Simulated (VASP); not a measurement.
# Sn in VASP: single point with PBE+D3(BJ)

Aim: the single point of Sn with PBE+D3(BJ).

Everything below comes from runs of VASP 6.6.1. Logs are shortened: lines on timing, memory, paths and dates and some standing lists are left out, and cuts for length are marked.

### 1 The cell of the first run

The cell holds a slab with vacuum, 16 atoms: a = 9.296 Å, b = 9.296 Å, c = 25.219 Å, α = 90.00°, β = 90.00°, γ = 120.00°.

### 2 Single point, PBE+D3(BJ)

INCAR reads:

```
PREC = Accurate
ENCUT = 520
EDIFF = 1E-6
ISMEAR = 0
SIGMA = 0.1
LREAL = Auto
LASPH = True
NELM = 60
ALGO = Fast
ISIF = 2
LWAVE = False
LCHARG = False
LDIPOL = True
IDIPOL = 3
DIPOL = 0.5 0.5 0.413
GGA = PE
IVDW = 12
NBANDS = 126
```

KPOINTS reads:

```
regular mesh
0
Gamma
  3 3 1
```

POSCAR reads:

```
Sn
1.0
    9.2964173513      0.0000000000      0.0000000000
   -4.6482086756      8.0509335904      0.0000000000
    0.0000000000      0.0000000000     25.2190581139
Sn
16
Direct
    0.6666666666      0.3333333333      0.3172204118
    0.6666666666      0.8333333333      0.3172204118
    0.1666666666      0.3333333333      0.3172204118
    0.1666666666      0.8333333333      0.3172204118
    0.5000000000      0.5000000000      0.3548432135
    0.5000000000      0.0000000000      0.3548432135
    0.0000000000      0.5000000000      0.3548432135
    0.0000000000      0.0000000000      0.3548432135
   -0.0092925896      0.4841165496      0.4715129267
   -0.0071582429     -0.0143164859      0.4715273381
    0.4934091393      0.4841165496      0.4715129267
    0.4893050117     -0.0213899767      0.4714001225
    0.8264123201      0.6528246402      0.5091777381
    0.8232047447      0.1505569649      0.5078626148
    0.3233077801      0.6466155602      0.5096384134
    0.3273522202      0.1505569649      0.5078626148
```

Potentials or basis: VASP PAW PBE potentials, release 64 (Sn_d).

The run is started by

```sh
> cat potpaw_PBE.64/Sn_d/POTCAR > POTCAR
> mpirun -np 1 vasp_std > vasp.out
```

OUTCAR:

```text
PREC = Accurate
   ENCUT = 520
   EDIFF = 1E-6
   ISMEAR = 0
   LREAL = Auto
   LASPH = True
   NELM = 60
   ISIF = 2
   GGA = PE
   IVDW = 12
 IVDW          = 12

 ion  position               nearest neighbor table
   1  0.667  0.333  0.317-   5 2.85   6 2.85   7 2.85
   2  0.667  0.833  0.317-   6 2.85   5 2.85   8 2.85
   3  0.167  0.333  0.317-   7 2.85   8 2.85   5 2.85
   4  0.167  0.833  0.317-   8 2.85   7 2.85   6 2.85
   5  0.500  0.500  0.355-   1 2.85   2 2.85   3 2.85  11 2.95
   6  0.500  0.000  0.355-   2 2.85   1 2.85   4 2.85  12 2.94
   7  0.000  0.500  0.355-   3 2.85   4 2.85   1 2.85   9 2.95
   8  0.000  0.000  0.355-   4 2.85   3 2.85   2 2.85  10 2.94
   9  0.991  0.484  0.472-  14 2.84  13 2.84  15 2.85   7 2.95
  10  0.993  0.986  0.472-  13 2.84  16 2.84  14 2.84   8 2.94
  11  0.493  0.484  0.472-  16 2.84  13 2.84  15 2.85   5 2.95
  12  0.489  0.979  0.471-  15 2.84  14 2.84  16 2.84   6 2.94
  13  0.826  0.653  0.509-  10 2.84  11 2.84   9 2.84
  14  0.823  0.151  0.508-   9 2.84  12 2.84  10 2.84
  15  0.323  0.647  0.510-  12 2.84   9 2.85  11 2.85
  16  0.327  0.151  0.508-  11 2.84  12 2.84  10 2.84

  LATTYP: Found a hexagonal cell.
 ALAT       =     9.2964173513
 C/A-ratio  =     2.7127717228

  Lattice vectors:

 A1 = (   9.2964173513,   0.0000000000,   0.0000000000)
 A2 = (  -4.6482086756,   8.0509335904,   0.0000000000)
 A3 = (   0.0000000000,   0.0000000000,  25.2190581139)

Analysis of symmetry for initial positions (statically):
=====================================================================
 Subroutine PRICEL returns:
 Original cell was already a primitive cell.

 Routine SETGRP: Setting up the symmetry group for a
 hexagonal supercell.

 Subroutine GETGRP returns: Found  2 space group operations
 (whereof  2 operations were pure point group operations)
 out of a pool of 24 trial point group operations.

The static configuration has the point symmetry C_1h.

Analysis of symmetry for dynamics (positions and initial velocities):
=====================================================================
 Subroutine PRICEL returns:
 Original cell was already a primitive cell.

 Routine SETGRP: Setting up the symmetry group for a
 hexagonal supercell.

 Subroutine GETGRP returns: Found  2 space group operations
 (whereof  2 operations were pure point group operations)
 out of a pool of 24 trial point group operations.

The dynamic configuration has the point symmetry C_1h.

 Subroutine INISYM returns: Found  2 space group operations
 (whereof  2 operations are pure point group operations),
 and found     1 'primitive' translations

----------------------------------------------------------------------------------------

                                     Primitive cell

  volume of cell :    1887.5163

  direct lattice vectors                    reciprocal lattice vectors
     9.296417351  0.000000000  0.000000000     0.107568320  0.062104599  0.000000000
    -4.648208676  8.050933590  0.000000000     0.000000000  0.124209197  0.000000000
     0.000000000  0.000000000 25.219058114     0.000000000  0.000000000  0.039652551

  length of vectors
     9.296417351  9.296417351 25.219058114     0.124209197  0.124209197  0.039652551

  position of ions in fractional coordinates (direct lattice)
     0.666666667  0.333333333  0.317220412
     0.666666667  0.833333333  0.317220412
     0.166666667  0.333333333  0.317220412
     0.166666667  0.833333333  0.317220412
     0.500000000  0.500000000  0.354843213
     0.500000000  0.000000000  0.354843213
[... 8 lines left out ...]
     0.323307780  0.646615560  0.509638413
     0.327352220  0.150556965  0.507862615

  ion indices of the primitive-cell ions
   primitive index   ion index
                 1           1
                 2           2
                 3           3
                 4           4
                 5           5
                 6           6
[... 8 lines left out ...]
                15          15
                16          16

----------------------------------------------------------------------------------------

 KPOINTS: regular mesh

Automatic generation of k-mesh.
 Grid dimensions read from file:
 generate k-points for:    3    3    1

 Generating k-lattice:

  Cartesian coordinates                     Fractional coordinates (reciprocal lattice)
     0.035856107  0.020701533  0.000000000     0.333333333  0.000000000  0.000000000
     0.000000000  0.041403066  0.000000000     0.000000000  0.333333333  0.000000000
     0.000000000  0.000000000  0.039652551     0.000000000  0.000000000  1.000000000

  Length of vectors
     0.041403066  0.041403066  0.039652551

  Shift w.r.t. Gamma in fractional coordinates (k-lattice)
     0.000000000  0.000000000  0.000000000

 Subroutine IBZKPT returns following result:
 ===========================================

 Found      4 irreducible k-points:

 Following reciprocal coordinates:
            Coordinates               Weight
  0.000000  0.000000  0.000000      1.000000
  0.333333 -0.000000  0.000000      4.000000
  0.000000  0.333333  0.000000      2.000000
  0.333333  0.333333  0.000000      2.000000
   k-points           NKPTS =      4   k-points in BZ     NKDIM =      4   number of bands    NBANDS=    126
   number of dos      NEDOS =    301   number of ions     NIONS =     16
   total plane-waves  NPLWV = 940800
   dimension x,y,z NGX =    70 NGY =   70 NGZ =  192
   dimension x,y,z NGXF=   140 NGYF=  140 NGZF=  384
   ions per type =              16
   NGX,Y,Z   is equivalent  to a cutoff of  12.52, 12.52, 12.66 a.u.
   NGXF,Y,Z  is equivalent  to a cutoff of  25.04, 25.04, 25.31 a.u.
 SYSTEM =  unknown system
   PREC   = accura    normal or accurate (medium, high low for compatibility)
   ISTART =      0    job   : 0-new  1-cont  2-samecut
   ICHARG =      2    charge: 1-file 2-atom 10-const
   ISPIN  =      1    spin polarized calculation?
   LNONCOLLINEAR =      F non collinear calculations
   LSORBIT =      F    spin-orbit coupling
   LASPH  =      T    aspherical Exc in radial PAW
   ENCUT  =  520.0 eV  38.22 Ry    6.18 a.u.  17.29 17.29 46.89*2*pi/ulx,y,z
   NELM   =     60;   NELMIN=  2; NELMDL= -5     # of ELM steps
   EDIFF  = 0.1E-05   stopping-criterion for ELM
   LREAL  =      T    real-space projection
   EDIFFG = 0.1E-04   stopping-criterion for IOM
   NSW    =      0    number of steps for IOM
   IBRION =     -1    ionic relax: 0-MD 1-quasi-New 2-CG
   NFREE  =      0    steps in history (QN), initial steepest desc. (CG)
   ISIF   =      2    stress and relaxation
   ISYM   =      2    0-nonsym 1-usesym 2-fastsym
   POTIM  = 0.5000    time-step for ionic-motion
   TEBEG  =    0.0;   TEEND  =   0.0 temperature during run
   PSTRESS=    0.0 pullay stress
   NELECT =     224.0000    total number of electrons
   NUPDOWN=      -1.0000    fix difference up-down
   EMIN   =  10.00;   EMAX   =-10.00  energy-range for DOS
   EFERMI =   0.00;   METHOD = LEGACY
   ISMEAR =     0;   SIGMA  =   0.10  broadening in eV -4-tet -1-fermi 0-gaus
   EFERMI_NEDOS =   21; number of points for ismear=-14 and -15
   IALGO  =     68    algorithm
   IMIX   =      4    mixing-type and parameters
     AMIX     =   0.40;   BMIX     =  1.00
     AMIX_MAG =   1.60;   BMIX_MAG =  1.00
  volume/ion in A,a.u.               =     117.97       796.10
  Fermi-wavevector in a.u.,A,eV,Ry     =   0.804502  1.520289  8.806015  0.647224
  Thomas-Fermi vector in A             =   1.912571
   LORBIT       =      0    0 simple, 1 ext, 2 COOP (PROOUT), +10 PAW based schemes
   GGA     = PE    functional components
   LHFCALC =     F    Hartree Fock is set to
   AEXX    =    0.0000 exact exchange contribution
   IVDW    =    12    specifies the selected vdW correction
   LEPSILON=     F    determine dielectric tensor
   LRPA    =     F    only Hartree local field effects (RPA)
 non-spin polarized calculation
 RMM-DIIS sequential band-by-band and
 Gauss-broadening in eV      SIGMA  =   0.10
  energy-cutoff  :      520.00
  volume of cell :     1887.52
 maximum number of plane-waves:     50841
 NGX is ok and might be reduce to    70
   NGX = 35   NGY = 35   NGZ = 93

 dipolmoment           0.000000      0.000000      0.076590 electrons x Angstroem

 number of electron     223.9999985 magnetization

 dipolmoment           0.000000      0.000000     -0.003738 electrons x Angstroem

 Free energy of the ion-electron system (eV)
  ---------------------------------------------------
  ext. energy  EPLUGINS =         0.00000000
  ---------------------------------------------------
  free energy    TOTEN  =       -56.34730203 eV

  energy without entropy =      -56.33031906  energy(sigma->0) =      -56.33881054

 E-fermi :  -1.4909     XC(G=0):  -3.1597

 val. band max:       -1.5669987357   @ k =   0.3333   0.3333   0.0000
 cond. band min:      -1.4380221036   @ k =   0.0000   0.0000   0.0000
 fundamental gap:      0.1289766320
 Fermi energy:        -1.4908674026

 k-point     1 :       0.0000    0.0000    0.0000
  band No.  band energies     occupation
      1     -22.9031      2.00000
      2     -22.9013      2.00000
      3     -22.8999      2.00000
      4     -22.8704      2.00000
      5     -22.8684      2.00000
      6     -22.8669      2.00000
[... 116 lines left out ...]
    123       0.0115      0.00000
    124       0.0231      0.00000

 k-point     2 :       0.3333   -0.0000    0.0000
  band No.  band energies     occupation
      1     -22.9028      2.00000
      2     -22.9009      2.00000
      3     -22.8982      2.00000
      4     -22.8831      2.00000
      5     -22.8783      2.00000
      6     -22.8775      2.00000
[... 116 lines left out ...]
    123       1.2130      0.00000
    124       1.2216      0.00000

 k-point     3 :       0.0000    0.3333    0.0000
  band No.  band energies     occupation
      1     -22.9031      2.00000
      2     -22.9015      2.00000
      3     -22.8974      2.00000
      4     -22.8824      2.00000
      5     -22.8796      2.00000
      6     -22.8771      2.00000
[... 116 lines left out ...]
    123       1.1728      0.00000
    124       1.1849      0.00000

 k-point     4 :       0.3333    0.3333    0.0000
  band No.  band energies     occupation
      1     -22.9041      2.00000
      2     -22.8964      2.00000
      3     -22.8952      2.00000
      4     -22.8937      2.00000
      5     -22.8859      2.00000
      6     -22.8736      2.00000
[... 116 lines left out ...]
    123       1.2572      0.00000
    124       1.3909      0.00000
 [bands above 124 left out]

------------------------ aborting loop because EDIFF is reached ----------------------------------------

 vacuum level on the upper side and lower side of the slab       (xc-potential included)        -0.094        -0.086

 Edisp (eV)   -3.52370

 E8    (eV) :    -1.7741

  FORCE on cell =-STRESS in cart. coord.  units (eV):
  Direction    XX          YY          ZZ          XY          YZ          ZX
  --------------------------------------------------------------------------------------
  -------------------------------------------------------------------------------------
  Total      -1.10585    -1.07477    -0.18858    -0.00000     0.04620     0.00000
  in kB      -0.93868    -0.91229    -0.16007    -0.00000     0.03921     0.00000
  external pressure =       -0.67 kB  Pullay stress =        0.00 kB

 VOLUME and BASIS-vectors are now :
 -----------------------------------------------------------------------------
  energy-cutoff  :      520.00
  volume of cell :     1887.52
      direct lattice vectors                 reciprocal lattice vectors
     9.296417351  0.000000000  0.000000000     0.107568320  0.062104599  0.000000000
    -4.648208676  8.050933590  0.000000000     0.000000000  0.124209197  0.000000000
     0.000000000  0.000000000 25.219058114     0.000000000  0.000000000  0.039652551

 POSITION                                       TOTAL-FORCE (eV/Angst)
 -----------------------------------------------------------------------------------
      4.64821      2.68364      8.00000        -0.000000     -0.014557      0.025723
      2.32410      6.70911      8.00000        -0.000625     -0.015858      0.011346
     -0.00000      2.68364      8.00000        -0.000000     -0.018745      0.021934
     -2.32410      6.70911      8.00000         0.000625     -0.015858      0.011346
      2.32410      4.02547      8.94881        -0.002501      0.014862     -0.027065
      4.64821      0.00000      8.94881         0.000000      0.017382     -0.031067
[... 8 lines left out ...]
      0.00000      5.20586     12.85260         0.000000      0.007965      0.005886
      2.34338      1.21212     12.80782        -0.022287     -0.006390      0.020098
 -----------------------------------------------------------------------------------
    total drift:                                0.000000      0.019923     -0.025493

  FREE ENERGIE OF THE ION-ELECTRON SYSTEM (eV)
  ---------------------------------------------------
  free  energy   TOTEN  =       -59.8710007863 eV

  energy  without entropy=      -59.8540178253  energy(sigma->0) =      -59.86250931

 vacuum level on the upper side and lower side of the slab         2.709         2.717
```

Run time: 52 min. Hardware: 1 thread of Oxide Virtual Turin-like, shared host; peak memory 1.9 GiB.

Results:

```
Free energy                : -59.8710 eV
Largest force              : 0.036 eV/Å
Band gap on the k mesh     : zero (bands 112 and 113 overlap by 0.17 eV)
Dispersion energy per atom : -0.220 eV
```

Forces on the atoms (eV/Å):
```
Sn   0.000 -0.015  0.026
Sn  -0.001 -0.016  0.011
Sn   0.000 -0.019  0.022
Sn   0.001 -0.016  0.011
Sn  -0.003  0.015 -0.027
Sn   0.000  0.017 -0.031
Sn   0.003  0.015 -0.027
Sn   0.000  0.012 -0.030
Sn  -0.008  0.011 -0.004
Sn   0.000 -0.002  0.016
Sn   0.008  0.011 -0.004
Sn   0.000 -0.003 -0.005
Sn   0.000 -0.005 -0.004
Sn   0.022 -0.006  0.020
Sn   0.000  0.008  0.006
Sn  -0.022 -0.006  0.020
```

Levels at points of the mesh, in eV from the Fermi level:
```
           k point  band 110  band 111  band 112  band 113  band 114  band 115
(0.00, 0.00, 0.00)     -0.43      0.05      0.09      0.32      0.46      0.49
```

Caveat: spin-orbit coupling is left out, which moves the levels of the heavy elements.
